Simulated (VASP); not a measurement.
# Bi6O (P-31m) in VASP: single point with PBE

Aim: the single point of Bi6O with PBE.

Everything below comes from runs of VASP 6.6.1. Logs are shortened: lines on timing, memory, paths and dates and some standing lists are left out, and cuts for length are marked.

## 1. The cell of the first run

It takes space group P-31m (No. 162, trigonal). The conventional cell has a = 6.210 Å, b = 6.210 Å, c = 5.851 Å, α = 90.00°, β = 90.00°, γ = 120.00°. Bi (site symmetry m) has 1 O at 2.65 Å and 6 Bi at 3.33 to 3.48 Å within 3.5 Å. O (site symmetry -3m) has 6 Bi at 2.65 Å within 3.5 Å.

## 2. Single point, PBE

INCAR reads:

```
SYSTEM = Bi6O
  ALGO = Normal
  EDIFF = 1E-7
  ENCUT = 520
  GGA = PE
  ISIF = 2
  ISMEAR = 0
  LASPH = .True.
  LCHARG = .False.
  LREAL = .False.
  LWAVE = .False.
  NBANDS = 57
  NELM = 60
  PREC = Accurate
  SIGMA = 0.1
```

KPOINTS reads:

```
k-points
0
Gamma
  6 6 6
  0 0 0
```

POSCAR reads:

```
Bi6O
1.0
    6.2102923374      0.0000000000      0.0000000000
   -3.1051461687      5.3782709291      0.0000000000
    0.0000000000      0.0000000000      5.8509341748
Bi O
6 1
Direct
    0.3596769879      0.0000000000      0.2423021558
    0.0000000000      0.3596769879      0.2423021558
    0.6403230121      0.6403230121      0.2423021558
    0.0000000000      0.6403230121      0.7576978442
    0.6403230121      0.0000000000      0.7576978442
    0.3596769879      0.3596769879      0.7576978442
    0.0000000000      0.0000000000      0.0000000000
```

Potentials or basis: VASP PAW PBE potentials, release 64 (Bi_d, O).

Run with:

```
$ cat potpaw_PBE.64/Bi_d/POTCAR potpaw_PBE.64/O/POTCAR > POTCAR
$ mpirun -np 1 vasp_std > vasp.out
```

OUTCAR:

```text
SYSTEM = Bi6O
   EDIFF = 1E-7
   ENCUT = 520
   GGA = PE
   ISIF = 2
   ISMEAR = 0
   LASPH = .True.
   LREAL = .False.
   NELM = 60
   PREC = Accurate

 ion  position               nearest neighbor table
   1  0.360  0.000  0.242-   7 2.65   5 3.33   3 3.45   2 3.45   3 3.45   2 3.45   5 3.48   4 3.61
                             6 3.61   4 3.75   6 3.75   2 3.87   3 3.87
   2  0.000  0.360  0.242-   7 2.65   4 3.33   1 3.45   1 3.45   3 3.45   3 3.45   4 3.48   5 3.61
                             6 3.61   5 3.75   6 3.75   3 3.87   1 3.87
   3  0.640  0.640  0.242-   7 2.65   6 3.33   1 3.45   1 3.45   2 3.45   2 3.45   6 3.48   5 3.61
                             4 3.61   5 3.75   4 3.75   2 3.87   1 3.87
   4  0.000  0.640  0.758-   7 2.65   2 3.33   5 3.45   5 3.45   6 3.45   6 3.45   2 3.48   1 3.61
                             3 3.61   1 3.75   3 3.75   6 3.87   5 3.87
   5  0.640  0.000  0.758-   7 2.65   1 3.33   4 3.45   6 3.45   6 3.45   4 3.45   1 3.48   3 3.61
                             2 3.61   2 3.75   3 3.75   4 3.87   6 3.87
   6  0.360  0.360  0.758-   7 2.65   3 3.33   5 3.45   5 3.45   4 3.45   4 3.45   3 3.48   1 3.61
                             2 3.61   1 3.75   2 3.75   4 3.87   5 3.87
   7  0.000  0.000  0.000-   2 2.65   3 2.65   4 2.65   6 2.65   5 2.65   1 2.65

  LATTYP: Found a hexagonal cell.
 ALAT       =     6.2102923374
 C/A-ratio  =     0.9421350650

  Lattice vectors:

 A1 = (   6.2102923374,   0.0000000000,   0.0000000000)
 A2 = (  -3.1051461687,   5.3782709291,   0.0000000000)
 A3 = (   0.0000000000,   0.0000000000,   5.8509341748)

Analysis of symmetry for initial positions (statically):
=====================================================================
 Subroutine PRICEL returns:
 Original cell was already a primitive cell.

 Routine SETGRP: Setting up the symmetry group for a
 hexagonal supercell.

 Subroutine GETGRP returns: Found 12 space group operations
 (whereof 12 operations were pure point group operations)
 out of a pool of 24 trial point group operations.

The static configuration has the point symmetry D_3d.

Analysis of symmetry for dynamics (positions and initial velocities):
=====================================================================
 Subroutine PRICEL returns:
 Original cell was already a primitive cell.

 Routine SETGRP: Setting up the symmetry group for a
 hexagonal supercell.

 Subroutine GETGRP returns: Found 12 space group operations
 (whereof 12 operations were pure point group operations)
 out of a pool of 24 trial point group operations.

The dynamic configuration has the point symmetry D_3d.

 Subroutine INISYM returns: Found 12 space group operations
 (whereof 12 operations are pure point group operations),
 and found     1 'primitive' translations

----------------------------------------------------------------------------------------

                                     Primitive cell

  volume of cell :     195.4249

  direct lattice vectors                    reciprocal lattice vectors
     6.210292337  0.000000000  0.000000000     0.161023016  0.092966681  0.000000000
    -3.105146169  5.378270929  0.000000000     0.000000000  0.185933363  0.000000000
     0.000000000  0.000000000  5.850934175     0.000000000  0.000000000  0.170912878

  length of vectors
     6.210292337  6.210292337  5.850934175     0.185933363  0.185933363  0.170912878

  position of ions in fractional coordinates (direct lattice)
     0.359676988  0.000000000  0.242302156
     1.000000000  0.359676988  0.242302156
     0.640323012  0.640323012  0.242302156
     1.000000000  0.640323012  0.757697844
     0.640323012  0.000000000  0.757697844
     0.359676988  0.359676988  0.757697844
     0.000000000  0.000000000  0.000000000

  ion indices of the primitive-cell ions
   primitive index   ion index
                 1           1
                 2           2
                 3           3
                 4           4
                 5           5
                 6           6
                 7           7

----------------------------------------------------------------------------------------

 KPOINTS: k-points

Automatic generation of k-mesh.
 Grid dimensions read from file:
 generate k-points for:    6    6    6

 Generating k-lattice:

  Cartesian coordinates                     Fractional coordinates (reciprocal lattice)
     0.026837169  0.015494447  0.000000000     0.166666667 -0.000000000  0.000000000
     0.000000000  0.030988894  0.000000000     0.000000000  0.166666667  0.000000000
     0.000000000  0.000000000  0.028485480     0.000000000  0.000000000  0.166666667

  Length of vectors
     0.030988894  0.030988894  0.028485480

  Shift w.r.t. Gamma in fractional coordinates (k-lattice)
     0.000000000  0.000000000  0.000000000

 Subroutine IBZKPT returns following result:
 ===========================================

 Found     34 irreducible k-points:

 Following reciprocal coordinates:
            Coordinates               Weight
  0.000000  0.000000  0.000000      1.000000
  0.166667  0.000000  0.000000      6.000000
  0.333333  0.000000  0.000000      6.000000
  0.500000  0.000000  0.000000      3.000000
  0.166667  0.166667  0.000000      6.000000
  0.333333  0.166667  0.000000     12.000000
[... 16 lines left out ...]
 -0.166667  0.333333  0.333333      6.000000
  0.333333  0.166667  0.333333     12.000000
 [... further k-points ...]
   k-points           NKPTS =     34   k-points in BZ     NKDIM =     34   number of bands    NBANDS=     57
   number of dos      NEDOS =    301   number of ions     NIONS =      7
   total plane-waves  NPLWV = 110592
   dimension x,y,z NGX =    48 NGY =   48 NGZ =   48
   dimension x,y,z NGXF=    96 NGYF=   96 NGZF=   96
   ions per type =               6   1
   NGX,Y,Z   is equivalent  to a cutoff of  12.85, 12.85, 13.64 a.u.
   NGXF,Y,Z  is equivalent  to a cutoff of  25.70, 25.70, 27.28 a.u.
 SYSTEM =  Bi6O
   PREC   = accura    normal or accurate (medium, high low for compatibility)
   ISTART =      0    job   : 0-new  1-cont  2-samecut
   ICHARG =      2    charge: 1-file 2-atom 10-const
   ISPIN  =      1    spin polarized calculation?
   LNONCOLLINEAR =      F non collinear calculations
   LSORBIT =      F    spin-orbit coupling
   LASPH  =      T    aspherical Exc in radial PAW
   ENCUT  =  520.0 eV  38.22 Ry    6.18 a.u.  11.55 11.55 10.88*2*pi/ulx,y,z
   NELM   =     60;   NELMIN=  2; NELMDL= -5     # of ELM steps
   EDIFF  = 0.1E-06   stopping-criterion for ELM
   LREAL  =      F    real-space projection
   EDIFFG = 0.1E-05   stopping-criterion for IOM
   NSW    =      0    number of steps for IOM
   IBRION =     -1    ionic relax: 0-MD 1-quasi-New 2-CG
   NFREE  =      0    steps in history (QN), initial steepest desc. (CG)
   ISIF   =      2    stress and relaxation
   ISYM   =      2    0-nonsym 1-usesym 2-fastsym
   POTIM  = 0.5000    time-step for ionic-motion
   TEBEG  =    0.0;   TEEND  =   0.0 temperature during run
   PSTRESS=    0.0 pullay stress
   NELECT =      96.0000    total number of electrons
   NUPDOWN=      -1.0000    fix difference up-down
   EMIN   =  10.00;   EMAX   =-10.00  energy-range for DOS
   EFERMI =   0.00;   METHOD = LEGACY
   ISMEAR =     0;   SIGMA  =   0.10  broadening in eV -4-tet -1-fermi 0-gaus
   EFERMI_NEDOS =   21; number of points for ismear=-14 and -15
   IALGO  =     38    algorithm
   IMIX   =      4    mixing-type and parameters
     AMIX     =   0.40;   BMIX     =  1.00
     AMIX_MAG =   1.60;   BMIX_MAG =  1.00
  volume/ion in A,a.u.               =      27.92       188.40
  Fermi-wavevector in a.u.,A,eV,Ry     =   1.291731  2.441017 22.702243  1.668568
  Thomas-Fermi vector in A             =   2.423482
   LORBIT       =      0    0 simple, 1 ext, 2 COOP (PROOUT), +10 PAW based schemes
   GGA     = PE    functional components
   LHFCALC =     F    Hartree Fock is set to
   AEXX    =    0.0000 exact exchange contribution
   IVDW    =     0    specifies the selected vdW correction
   LEPSILON=     F    determine dielectric tensor
   LRPA    =     F    only Hartree local field effects (RPA)
 non-spin polarized calculation
 Gauss-broadening in eV      SIGMA  =   0.10
  energy-cutoff  :      520.00
  volume of cell :      195.42
 maximum number of plane-waves:      5288
 NGX is ok and might be reduce to    48
   NGX = 23   NGY = 23   NGZ = 21

 number of electron      95.9999992 magnetization

 Free energy of the ion-electron system (eV)
  ---------------------------------------------------
  ext. energy  EPLUGINS =         0.00000000
  ---------------------------------------------------
  free energy    TOTEN  =       -28.60741713 eV

  energy without entropy =      -28.58811951  energy(sigma->0) =      -28.59776832

 E-fermi :   7.7603     XC(G=0): -10.2890

 val. band max:        7.7058711593   @ k =   0.3333   0.0000   0.5000
 cond. band min:       7.7789724932   @ k =   0.3333   0.1667   0.1667
 fundamental gap:      0.0731013339
 Fermi energy:         7.7602958445

 k-point     1 :       0.0000    0.0000    0.0000
  band No.  band energies     occupation
      1     -15.4341      2.00000
      2     -15.4088      2.00000
      3     -15.3901      2.00000
      4     -15.3767      2.00000
      5     -15.3767      2.00000
      6     -15.3707      2.00000
[... 49 lines left out ...]
     56      11.2705      0.00000
     57      12.6224      0.00000

 k-point     2 :       0.1667    0.0000    0.0000
  band No.  band energies     occupation
      1     -15.4319      2.00000
      2     -15.4052      2.00000
      3     -15.3975      2.00000
      4     -15.3865      2.00000
      5     -15.3837      2.00000
      6     -15.3738      2.00000
[... 49 lines left out ...]
     56      11.6317      0.00000
     57      11.7222      0.00000

 k-point     3 :       0.3333    0.0000    0.0000
  band No.  band energies     occupation
      1     -15.4368      2.00000
      2     -15.4143      2.00000
      3     -15.4046      2.00000
      4     -15.3981      2.00000
      5     -15.3901      2.00000
      6     -15.3815      2.00000
[... 1194 lines left out ...]
      1     -15.4192      2.00000
      2     -15.4162      2.00000
      3     -15.4108      2.00000
      4     -15.4006      2.00000
      5     -15.3950      2.00000
      6     -15.3900      2.00000
[... 49 lines left out ...]
     56      10.7712      0.00000
     57      11.0918      0.00000

 k-point    24 :       0.3333    0.1667    0.3333
  band No.  band energies     occupation
      1     -15.4293      2.00000
      2     -15.4190      2.00000
      3     -15.4160      2.00000
      4     -15.4068      2.00000
      5     -15.3971      2.00000
      6     -15.3932      2.00000
[... 49 lines left out ...]
     56      10.3604      0.00000
     57      10.8519      0.00000

 [... further k-points ...]
[... 5 lines left out ...]
  --------------------------------------------------------------------------------------
  -------------------------------------------------------------------------------------
  Total       -0.0640829     -0.0640829     -0.0590836      0.0000000      0.0000000      0.0000000
  in kB       -0.5253795     -0.5253795     -0.4843925      0.0000000      0.0000000      0.0000000
  external PRESSURE =      -0.5117172 kB  Pullay stress =       0.0000000 kB

 VOLUME and BASIS-vectors are now :
 -----------------------------------------------------------------------------
  energy-cutoff  :      520.00
  volume of cell :      195.42
      direct lattice vectors                 reciprocal lattice vectors
     6.210292337  0.000000000  0.000000000     0.161023016  0.092966681  0.000000000
    -3.105146169  5.378270929  0.000000000     0.000000000  0.185933363  0.000000000
     0.000000000  0.000000000  5.850934175     0.000000000  0.000000000  0.170912878

 POSITION                                       TOTAL-FORCE (eV/Angst)
 -----------------------------------------------------------------------------------
      2.23370      0.00000      1.41769         0.002497     -0.000000      0.003528
     -1.11685      1.93444      1.41769        -0.001248      0.002162      0.003528
      1.98830      3.44383      1.41769        -0.001248     -0.002162      0.003528
     -1.98830      3.44383      4.43324         0.001248     -0.002162     -0.003528
      3.97659      0.00000      4.43324        -0.002497     -0.000000     -0.003528
      1.11685      1.93444      4.43324         0.001248      0.002162     -0.003528
      0.00000      0.00000      0.00000         0.000000     -0.000000      0.000000
 -----------------------------------------------------------------------------------
    total drift:                               -0.000000      0.000000     -0.000000

  FREE ENERGIE OF THE ION-ELECTRON SYSTEM (eV)
  ---------------------------------------------------
  free  energy   TOTEN  =       -28.6074171318 eV

  energy  without entropy=      -28.5881195103  energy(sigma->0) =      -28.59776832
```

Run time: 6.6 min. Hardware: 1 thread of Intel Xeon Platinum 8259CL at 2.50GHz (Skylake/Cascade Lake), shared host; peak memory 0.5 GiB.

What came out:

| Item | Value |
| --- | --- |
| Free energy | -28.6074 eV |
| Pressure | -0.1 GPa |
| Largest force | 0.004 eV/Å |
| Band gap on the k mesh | zero (band 48 reaches 8.30 eV, above the bottom of band 49 at 6.60 eV) |

Forces in eV/Å, atoms in the order of the input:
```
Bi   0.002  0.000  0.004
Bi  -0.001  0.002  0.004
Bi  -0.001 -0.002  0.004
Bi   0.001 -0.002 -0.004
Bi  -0.002  0.000 -0.004
Bi   0.001  0.002 -0.004
O    0.000  0.000  0.000
```

Caveat: spin-orbit coupling is left out, which moves the levels of the heavy elements.
